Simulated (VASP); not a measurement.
Write the native input for VASP 6.6.1 that does the following.

* Task: single point
* Functional: r2SCAN
* Dispersion: D3(BJ)
* Potentials or basis: VASP PAW PBE potentials, release 64 (O_h, C_h, H_h)
* Cutoff: 1100 eV
* k mesh: 1 × 1 × 1
* Occupations: fermi-dirac, width 0.05 eV
* Spin: no spin polarisation
* Dipole correction: no
* Further INCAR settings: LREAL = Auto; ALGO = Normal; EDIFF = 1e-06; NBANDS = 38

System: H2CO.

```
O C H
1.0
     7.70599    0.00000    0.00000
     0.00000    7.70599    0.00000
     0.00000    0.00000    7.70599
O C H
4 4 8
Direct
  0.50219 0.75693 0.35306
  0.31660 0.39478 0.85640
  0.33053 0.99057 0.78078
  0.10356 0.65484 0.18534
  0.53269 0.62884 0.29955
  0.32871 0.51891 0.77673
  0.34657 0.07764 0.66348
  0.19218 0.72350 0.08983
  0.76976 0.39424 0.91534
  0.76492 0.39454 0.01072
  0.77508 0.80639 0.97898
  0.78144 0.74259 0.90872
  0.05912 0.09251 0.07628
  0.96710 0.06895 0.06204
  0.91317 0.93704 0.38272
  0.92249 0.02152 0.41285
```

The input as run:

POSCAR

```
H2CO
1.0
    7.7059940000      0.0000000000      0.0000000000
    0.0000000000      7.7059940000      0.0000000000
    0.0000000000      0.0000000000      7.7059940000
O C H
4 4 8
Direct
    0.5021934873      0.7569302546      0.3530628236
    0.3165977030      0.3947835931      0.8563982791
    0.3305349057     -0.0094342145      0.7807818174
    0.1035557515      0.6548408940      0.1853362460
    0.5326892287      0.6288351639      0.2995460417
    0.3287051612      0.5189077490      0.7767330211
    0.3465743680      0.0776408598      0.6634835169
    0.1921750783      0.7235017312      0.0898261795
    0.7697644197      0.3942385629      0.9153394098
    0.7649240319      0.3945370318      1.0107197073
    0.7750849533      0.8063852632      0.9789781824
    0.7814436398      0.7425907677      0.9087211851
    0.0591228075      0.0925124001      0.0762782842
   -0.0328964699      0.0689463293      0.0620426125
    0.9131722656     -0.0629639732      0.3827150657
    0.9224896879      0.0215157188      0.4128474536
```

INCAR.step1

```
  ALGO = Normal
  EDIFF = 1E-5
  ENCUT = 1100
  GGA = PE
  GGA_COMPAT = False
  ISMEAR = -1
  LASPH = True
  LCHARG = False
  LREAL = Auto
  LWAVE = True
  NBANDS = 38
  NELM = 120
  PREC = Accurate
  SIGMA = 0.05
```

INCAR.step2

```
  ALGO = Normal
  EDIFF = 1E-6
  ENCUT = 1100
  GGA_COMPAT = False
  ISIF = 2
  ISMEAR = -1
  ISTART = 1
  IVDW = 12
  LASPH = True
  LCHARG = True
  LELF = True
  LMIXTAU = True
  LREAL = Auto
  LVHAR = True
  LWAVE = False
  METAGGA = R2SCAN
  NBANDS = 38
  NELM = 120
  PREC = Accurate
  SIGMA = 0.05
  VDW_A1 = 0.49484001
  VDW_A2 = 5.73083694
  VDW_S6 = 1.0
  VDW_S8 = 0.78981345
```

KPOINTS

```
k-points
0
Gamma
  1 1 1
```

Potentials or basis: VASP PAW PBE potentials, release 64 (O_h, C_h, H_h).

Command:

```bash
$ cat potpaw_PBE.64/O_h/POTCAR potpaw_PBE.64/C_h/POTCAR potpaw_PBE.64/H_h/POTCAR > POTCAR
$ cp INCAR.step1 INCAR
$ mpirun -np 1 vasp_gam > vasp.out
$ cp INCAR.step2 INCAR
$ mpirun -np 1 vasp_gam > vasp.out
```

Results of the run:

```json
{
  "Pressure": "0.4 GPa",
  "Largest force": "4.145 eV/Å",
  "Dispersion energy per atom": "-0.012 eV"
}
```

Caveat: the k points lie up to 0.82 Å⁻¹ apart, too coarse for converged energies, forces and pressures; the atoms stand as in a frame of molecular dynamics; the PAW data sets were made with another functional, which shifts forces and pressure a little.

Run time: 4.2 min on 1 thread of AMD EPYC 9R45 96-Core Processor (Zen 5), on a shared host, peak memory 1.2 GiB.
